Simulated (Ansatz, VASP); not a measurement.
## InSb in VASP and in Ansatz

Contents of INCAR:

```
SYSTEM = InSb
  PREC = Accurate
  ENCUT = 520
  EDIFF = 1E-7
  ISMEAR = 0
  SIGMA = 0.15
  LREAL = .FALSE.
  LASPH = .TRUE.
  NELM = 100
  ALGO = Normal
  ISIF = 2
  LWAVE = .FALSE.
  LCHARG = .FALSE.
  GGA = PE
  NBANDS = 16
```

KPOINTS

```
Automatic mesh
0
G
  12 12 12
  0 0 0
```

The input POSCAR:

```
InSb
1.0
    0.0000000000      3.2391000000      3.2391000000
    3.4820325000      0.0000000000      3.2391000000
    3.4820325000      3.2391000000      0.0000000000
In Sb
1 1
Direct
    0.0000000000      0.0000000000      0.0000000000
    0.7500000000      0.7500000000      0.7500000000
```

Input for Ansatz:

```yaml
crystal:
  lattice:
    - [0.0, 3.2391, 3.2391]
    - [3.4820325, 0.0, 3.2391]
    - [3.4820325, 3.2391, 0.0]
  atoms:
    - { symbol: In, position: [0.0, 0.0, 0.0] }
    - { symbol: Sb, position: [0.75, 0.75, 0.75] }
basis:
  ecutwfc: 420
kpoints:
  mp_grid: { grid: [12, 12, 12] }
hamiltonian:
  xc: pbe
scf:
  occupations: { method: gaussian, width: 0.15 }
output:
  forces: true
  stress: true
  eigenvalues: true
```

Change from the starting cell: strain +0.0750 x Voigt [1, 0, 0, 0, 0, 0], atoms carried along.

Alike in both runs: task single point; functional PBE; k mesh 12 × 12 × 12; occupations gaussian, width 0.15 eV; no spin polarisation.

|  | VASP | Ansatz |
| --- | --- | --- |
| version | VASP 6.6.1 | Ansatz 0.2.0 |
| potentials or method | VASP PAW PBE potentials, release 64 (In_d, Sb), cutoff 520 eV | scalar-relativistic, plane waves, PAW |
| valence electrons in the cell | 18 | 28 |

Ansatz gave:

```
gap on the k mesh at the Fermi level (eV)                     : none
pressure (GPa)                                                : -0.1
traceless stress, the component that is largest in VASP (GPa) : -1.43
```

Task: What did VASP give for the same quantities?

Result: gap on the k mesh at the Fermi level (eV): none; pressure (GPa): -0.1; traceless stress, the component that is largest in VASP (GPa): -1.44.

A gap of «none» marks a metal or a gap that the smearing closes. VASP's potentials hold 18 valence electrons a cell and Ansatz's 28, so a difference there can come from the potentials and not from the codes.

Neither program's run includes spin-orbit coupling.
